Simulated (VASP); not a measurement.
# MgS (F-43m) in VASP: further runs

MgS is run at these levels: LDA, PBEsol; tasks: single point.

All numbers are computed with VASP 6.6.1; they aren't measurements. Logs are shortened: lines on timing, memory, paths and dates and some standing lists are left out, and cuts for length are marked.

## 1. The cell of the first run

Symmetry: F-43m, No. 216, cubic system. Conventional cell: a = 5.551 Å, b = 5.551 Å, c = 5.551 Å, α = 90.00°, β = 90.00°, γ = 90.00°. S (site symmetry -43m) has 4 Mg at 2.40 Å within 3.2 Å. Within 3.2 Å of Mg (site symmetry -43m) lie 4 S at 2.40 Å.

## 2. Single point, LDA (volume scaled by 0.94)

File INCAR:

```
SYSTEM = MgS
PREC     = Accurate       ! precision mode
ENCUT    = 520            ! plane-wave cutoff, eV
EDIFF    = 1E-6           ! SCF threshold, eV
ISMEAR   = -1             ! smearing method
SIGMA    = 0.05           ! smearing width, eV
LREAL    = .FALSE.        ! projectors in reciprocal space
LASPH    = .TRUE.         ! aspherical terms in the spheres
NELM     = 100            ! most SCF steps
ALGO     = Normal         ! electronic algorithm
ISIF     = 2              ! what is computed and relaxed
LWAVE    = .FALSE.        ! write WAVECAR
LCHARG   = .FALSE.        ! write CHGCAR
NBANDS   = 11             ! bands
```

File KPOINTS:

```
regular mesh
0
G
  8 8 8
  0 0 0
```

File POSCAR:

```
MgS
1.0
    0.0000000000      2.7752850422      2.7752850422
    2.7752850422      0.0000000000      2.7752850422
    2.7752850422      2.7752850422      0.0000000000
S Mg
1 1
Direct
    0.2500000000      0.2500000000      0.2500000000
    0.0000000000      0.0000000000      0.0000000000
```

Potentials or basis: VASP PAW LDA potentials, release 64 (S, Mg).

On the command line:

```
$ cat potpaw_LDA.64/S/POTCAR potpaw_LDA.64/Mg/POTCAR > POTCAR
$ mpirun -np 1 vasp_std > vasp.out
```

OUTCAR:

```text
SYSTEM = MgS
   PREC = Accurate
   ENCUT = 520
   EDIFF = 1E-6
   ISMEAR = -1
   LREAL = .FALSE.
   LASPH = .TRUE.
   NELM = 100
   ISIF = 2

 ion  position               nearest neighbor table
   1  0.250  0.250  0.250-   2 2.40   2 2.40   2 2.40   2 2.40
   2  0.000  0.000  0.000-   1 2.40   1 2.40   1 2.40   1 2.40

  LATTYP: Found a face centered cubic cell.
 ALAT       =     5.5505700844

  Lattice vectors:

 A1 = (   0.0000000000,   2.7752850422,   2.7752850422)
 A2 = (   2.7752850422,   0.0000000000,   2.7752850422)
 A3 = (   2.7752850422,   2.7752850422,   0.0000000000)

Analysis of symmetry for initial positions (statically):
=====================================================================
 Subroutine PRICEL returns:
 Original cell was already a primitive cell.

 Routine SETGRP: Setting up the symmetry group for a
 face centered cubic supercell.

 Subroutine GETGRP returns: Found 24 space group operations
 (whereof 24 operations were pure point group operations)
 out of a pool of 48 trial point group operations.

The static configuration has the point symmetry T_d .

Analysis of symmetry for dynamics (positions and initial velocities):
=====================================================================
 Subroutine PRICEL returns:
 Original cell was already a primitive cell.

 Routine SETGRP: Setting up the symmetry group for a
 face centered cubic supercell.

 Subroutine GETGRP returns: Found 24 space group operations
 (whereof 24 operations were pure point group operations)
 out of a pool of 48 trial point group operations.

The dynamic configuration has the point symmetry T_d .

 Subroutine INISYM returns: Found 24 space group operations
 (whereof 24 operations are pure point group operations),
 and found     1 'primitive' translations

----------------------------------------------------------------------------------------

                                     Primitive cell

  volume of cell :      42.7516

  direct lattice vectors                    reciprocal lattice vectors
     0.000000000  2.775285042  2.775285042    -0.180161674  0.180161674  0.180161674
     2.775285042  0.000000000  2.775285042     0.180161674 -0.180161674  0.180161674
     2.775285042  2.775285042  0.000000000     0.180161674  0.180161674 -0.180161674

  length of vectors
     3.924845746  3.924845746  3.924845746     0.312049174  0.312049174  0.312049174

  position of ions in fractional coordinates (direct lattice)
     0.250000000  0.250000000  0.250000000
     0.000000000  0.000000000  0.000000000

  ion indices of the primitive-cell ions
   primitive index   ion index
                 1           1
                 2           2

----------------------------------------------------------------------------------------

 KPOINTS: regular mesh

Automatic generation of k-mesh.
 Grid dimensions read from file:
 generate k-points for:    8    8    8

 Generating k-lattice:

  Cartesian coordinates                     Fractional coordinates (reciprocal lattice)
    -0.022520209  0.022520209  0.022520209     0.125000000  0.000000000  0.000000000
     0.022520209 -0.022520209  0.022520209     0.000000000  0.125000000  0.000000000
     0.022520209  0.022520209 -0.022520209     0.000000000  0.000000000  0.125000000

  Length of vectors
     0.039006147  0.039006147  0.039006147

  Shift w.r.t. Gamma in fractional coordinates (k-lattice)
     0.000000000  0.000000000  0.000000000

 Subroutine IBZKPT returns following result:
 ===========================================

 Found     29 irreducible k-points:

 Following reciprocal coordinates:
            Coordinates               Weight
  0.000000  0.000000  0.000000      1.000000
  0.125000  0.000000  0.000000      8.000000
  0.250000  0.000000  0.000000      8.000000
  0.375000  0.000000  0.000000      8.000000
  0.500000  0.000000  0.000000      4.000000
  0.125000  0.125000  0.000000      6.000000
[... 16 lines left out ...]
  0.500000  0.250000  0.125000     48.000000
 -0.375000  0.250000  0.125000     24.000000
 [... further k-points ...]
   k-points           NKPTS =     29   k-points in BZ     NKDIM =     29   number of bands    NBANDS=     11
   number of dos      NEDOS =    301   number of ions     NIONS =      2
   total plane-waves  NPLWV =  27000
   dimension x,y,z NGX =    30 NGY =   30 NGZ =   30
   dimension x,y,z NGXF=    60 NGYF=   60 NGZF=   60
   ions per type =               1   1
   NGX,Y,Z   is equivalent  to a cutoff of  12.71, 12.71, 12.71 a.u.
   NGXF,Y,Z  is equivalent  to a cutoff of  25.41, 25.41, 25.41 a.u.
 SYSTEM =  MgS
   PREC   = accura    normal or accurate (medium, high low for compatibility)
   ISTART =      0    job   : 0-new  1-cont  2-samecut
   ICHARG =      2    charge: 1-file 2-atom 10-const
   ISPIN  =      1    spin polarized calculation?
   LNONCOLLINEAR =      F non collinear calculations
   LSORBIT =      F    spin-orbit coupling
   LASPH  =      T    aspherical Exc in radial PAW
   ENCUT  =  520.0 eV  38.22 Ry    6.18 a.u.   7.30  7.30  7.30*2*pi/ulx,y,z
   NELM   =    100;   NELMIN=  2; NELMDL= -5     # of ELM steps
   EDIFF  = 0.1E-05   stopping-criterion for ELM
   LREAL  =      F    real-space projection
   EDIFFG = 0.1E-04   stopping-criterion for IOM
   NSW    =      0    number of steps for IOM
   IBRION =     -1    ionic relax: 0-MD 1-quasi-New 2-CG
   NFREE  =      0    steps in history (QN), initial steepest desc. (CG)
   ISIF   =      2    stress and relaxation
   ISYM   =      2    0-nonsym 1-usesym 2-fastsym
   POTIM  = 0.5000    time-step for ionic-motion
   TEBEG  =    0.0;   TEEND  =   0.0 temperature during run
   PSTRESS=    0.0 pullay stress
   NELECT =       8.0000    total number of electrons
   NUPDOWN=      -1.0000    fix difference up-down
   EMIN   =  10.00;   EMAX   =-10.00  energy-range for DOS
   EFERMI =   0.00;   METHOD = LEGACY
   ISMEAR =    -1;   SIGMA  =   0.05  broadening in eV -4-tet -1-fermi 0-gaus
   EFERMI_NEDOS =   21; number of points for ismear=-14 and -15
   IALGO  =     38    algorithm
   IMIX   =      4    mixing-type and parameters
     AMIX     =   0.40;   BMIX     =  1.00
     AMIX_MAG =   1.60;   BMIX_MAG =  1.00
  volume/ion in A,a.u.               =      21.38       144.25
  Fermi-wavevector in a.u.,A,eV,Ry     =   0.936384  1.769509 11.929788  0.876815
  Thomas-Fermi vector in A             =   2.063388
   LORBIT       =      0    0 simple, 1 ext, 2 COOP (PROOUT), +10 PAW based schemes
   GGA     = CA    functional components
   LHFCALC =     F    Hartree Fock is set to
   AEXX    =    0.0000 exact exchange contribution
   IVDW    =     0    specifies the selected vdW correction
   LEPSILON=     F    determine dielectric tensor
   LRPA    =     F    only Hartree local field effects (RPA)
 non-spin polarized calculation
  energy-cutoff  :      520.00
  volume of cell :       42.75
 maximum number of plane-waves:      1174
 NGX is ok and might be reduce to    30
   NGX = 15   NGY = 15   NGZ = 15

 number of electron       7.9999999 magnetization

 Free energy of the ion-electron system (eV)
  ---------------------------------------------------
  ext. energy  EPLUGINS =         0.00000000
  ---------------------------------------------------
  free energy    TOTEN  =        -9.39089325 eV

  energy without entropy =       -9.39089325  energy(sigma->0) =       -9.39089325

 E-fermi :   2.3613     XC(G=0):  -8.9898

 val. band max:        1.2819432328   @ k =   0.0000   0.0000   0.0000
 cond. band min:       4.7787897807   @ k =   0.0000   0.0000   0.0000
 fundamental gap:      3.4968465479
 Fermi energy:         2.3612651099

 k-point     1 :       0.0000    0.0000    0.0000
  band No.  band energies     occupation
      1     -10.1628      2.00000
      2       1.2819      2.00000
      3       1.2819      2.00000
      4       1.2819      2.00000
      5       4.7788      0.00000
      6       9.2003      0.00000
      7       9.2003      0.00000
      8       9.2003      0.00000
      9      12.1456      0.00000
     10      12.1456      0.00000
     11      15.1281      0.00000

 k-point     2 :       0.1250    0.0000    0.0000
  band No.  band energies     occupation
      1     -10.0626      2.00000
      2       0.5374      2.00000
      3       1.2239      2.00000
      4       1.2239      2.00000
      5       5.4719      0.00000
      6       9.0224      0.00000
      7       9.3882      0.00000
      8       9.3882      0.00000
      9      11.6489      0.00000
     10      11.6489      0.00000
     11      14.4085      0.00000

 k-point     3 :       0.2500    0.0000    0.0000
  band No.  band energies     occupation
      1      -9.8006      2.00000
      2      -0.7365      2.00000
      3       1.0938      2.00000
      4       1.0938      2.00000
      5       6.3007      0.00000
      6       9.1250      0.00000
      7       9.4044      0.00000
      8       9.4044      0.00000
      9      11.7171      0.00000
     10      11.7171      0.00000
     11      13.5427      0.00000

 k-point     4 :       0.3750    0.0000    0.0000
  band No.  band energies     occupation
      1      -9.5028      2.00000
      2      -1.7507      2.00000
      3       0.9753      2.00000
      4       0.9753      2.00000
      5       6.4141      0.00000
      6       9.0075      0.00000
      7       9.0075      0.00000
      8       9.7224      0.00000
      9      13.0959      0.00000
     10      13.0959      0.00000
     11      13.6155      0.00000
[... 239 lines left out ...]
 k-point    22 :       0.3750    0.2500    0.1250
  band No.  band energies     occupation
      1      -9.5966      2.00000
      2      -0.9527      2.00000
      3       0.3481      2.00000
      4       0.8693      2.00000
      5       6.9853      0.00000
      6       8.2532      0.00000
      7       8.7855      0.00000
      8      10.5349      0.00000
      9      11.0395      0.00000
     10      13.8056      0.00000
     11      15.8488      0.00000

 k-point    23 :       0.5000    0.2500    0.1250
  band No.  band energies     occupation
      1      -9.3479      2.00000
      2      -1.5092      2.00000
      3      -0.0333      2.00000
      4       0.6742      2.00000
      5       7.1712      0.00000
      6       8.0495      0.00000
      7       9.2154      0.00000
      8      10.3551      0.00000
      9      12.2425      0.00000
     10      14.9728      0.00000
     11      15.5503      0.00000

 k-point    24 :      -0.3750    0.2500    0.1250
  band No.  band energies     occupation
      1      -9.2360      2.00000
      2      -1.7531      2.00000
      3      -0.1447      2.00000
      4       0.5693      2.00000
      5       7.2149      0.00000
      6       7.7635      0.00000
      7      10.1181      0.00000
      8      10.1553      0.00000
      9      12.8020      0.00000
     10      14.2426      0.00000
     11      15.7560      0.00000

 [... further k-points ...]
[... 5 lines left out ...]
  --------------------------------------------------------------------------------------
  -------------------------------------------------------------------------------------
  Total        0.3090532      0.3090532      0.3090532      0.0000000      0.0000000     -0.0000000
  in kB       11.5821984     11.5821984     11.5821984      0.0000000      0.0000000     -0.0000000
  external PRESSURE =      11.5821984 kB  Pullay stress =       0.0000000 kB

 VOLUME and BASIS-vectors are now :
 -----------------------------------------------------------------------------
  energy-cutoff  :      520.00
  volume of cell :       42.75
      direct lattice vectors                 reciprocal lattice vectors
     0.000000000  2.775285042  2.775285042    -0.180161674  0.180161674  0.180161674
     2.775285042  0.000000000  2.775285042     0.180161674 -0.180161674  0.180161674
     2.775285042  2.775285042  0.000000000     0.180161674  0.180161674 -0.180161674

 POSITION                                       TOTAL-FORCE (eV/Angst)
 -----------------------------------------------------------------------------------
      1.38764      1.38764      1.38764         0.000000     -0.000000     -0.000000
      0.00000      0.00000      0.00000        -0.000000      0.000000      0.000000
 -----------------------------------------------------------------------------------
    total drift:                                0.000000      0.000000      0.000000

  FREE ENERGIE OF THE ION-ELECTRON SYSTEM (eV)
  ---------------------------------------------------
  free  energy   TOTEN  =        -9.3908932459 eV

  energy  without entropy=       -9.3908932459  energy(sigma->0) =       -9.39089325
```

It took 9.3 s on 1 thread of Intel Xeon 6975P-C (Granite Rapids), shared host; peak memory 0.15 GiB.

Results:

* Free energy: -9.3909 eV
* Pressure: 1.2 GPa
* Band gap on the k mesh: 3.50 eV, direct

 A k mesh can miss the band edges.

## 3. Single point, LDA (volume scaled by 0.96)

File INCAR:

```
PREC = Accurate
ENCUT = 520
EDIFF = 1E-7
ISMEAR = -1
SIGMA = 0.05
LREAL = False
LASPH = True
NELM = 60
ALGO = Normal
ISIF = 2
LWAVE = False
LCHARG = False
NBANDS = 11
```

File KPOINTS:

```
Automatic mesh
0
Gamma
  8 8 8
```

File POSCAR:

```
MgS
1.0
    0.0000000000      2.7948299470      2.7948299470
    2.7948299470      0.0000000000      2.7948299470
    2.7948299470      2.7948299470      0.0000000000
S Mg
1 1
Direct
    0.2500000000      0.2500000000      0.2500000000
    0.0000000000      0.0000000000      0.0000000000
```

Potentials or basis: VASP PAW LDA potentials, release 64 (S, Mg).

On the command line:

```
$ cat potpaw_LDA.64/S/POTCAR potpaw_LDA.64/Mg/POTCAR > POTCAR
$ mpirun -np 1 vasp_std > vasp.out
```

It took 10 s on 1 thread of Intel Xeon 6975P-C (Granite Rapids), shared host; peak memory 0.15 GiB.

It converged, with:

```
Free energy            : -9.3937 eV
Pressure               : -0.2 GPa
Band gap on the k mesh : 3.39 eV, direct
```

Levels at points of the mesh, in eV from the valence-band top:
```tsv
k point	band 2	band 3	band 4	band 5	band 6	band 7
(0.00, 0.00, 0.00)	0.00	0.00	0.00	3.39	7.87	7.87
(0.50, 0.00, 0.00)	-3.35	-0.35	-0.35	5.01	7.51	7.51
(0.50, 0.50, 0.00)	-3.00	-1.10	-1.10	3.62	5.48	11.26
```

## 4. Single point, PBEsol (volume scaled by 0.96)

File INCAR:

```
  PREC = Accurate
  ENCUT = 520
  EDIFF = 1E-6
  ISMEAR = -1
  SIGMA = 0.05
  LREAL = F
  LASPH = T
  NELM = 80
  ALGO = Normal
  ISIF = 2
  LWAVE = F
  LCHARG = F
  GGA = PS
  NBANDS = 11
```

KPOINTS is that of step 3.

POSCAR is that of step 3.

Potentials or basis: VASP PAW PBE potentials, release 64 (S, Mg).

On the command line:

```
$ cat potpaw_PBE.64/S/POTCAR potpaw_PBE.64/Mg/POTCAR > POTCAR
$ mpirun -np 1 vasp_std > vasp.out
```

Run time: 12 s. Hardware: 1 thread of Intel Xeon 6975P-C (Granite Rapids), shared host; peak memory 0.16 GiB.

The run converged. Its results:

- Free energy: -8.9089 eV
- Pressure: 2.0 GPa
- Band gap on the k mesh: 3.49 eV, direct

Levels at points of the mesh, in eV from the valence-band top:
```tsv
k point	band 2	band 3	band 4	band 5	band 6	band 7
(0.00, 0.00, 0.00)	0.00	0.00	0.00	3.49	7.97	7.97
(0.50, 0.00, 0.00)	-3.32	-0.34	-0.34	5.13	7.59	7.59
(0.50, 0.50, 0.00)	-2.96	-1.10	-1.10	3.67	5.59	11.40
```

Caveat: the PAW data sets were made with another functional, which shifts forces and pressure a little.

[end of part 1 of 2]
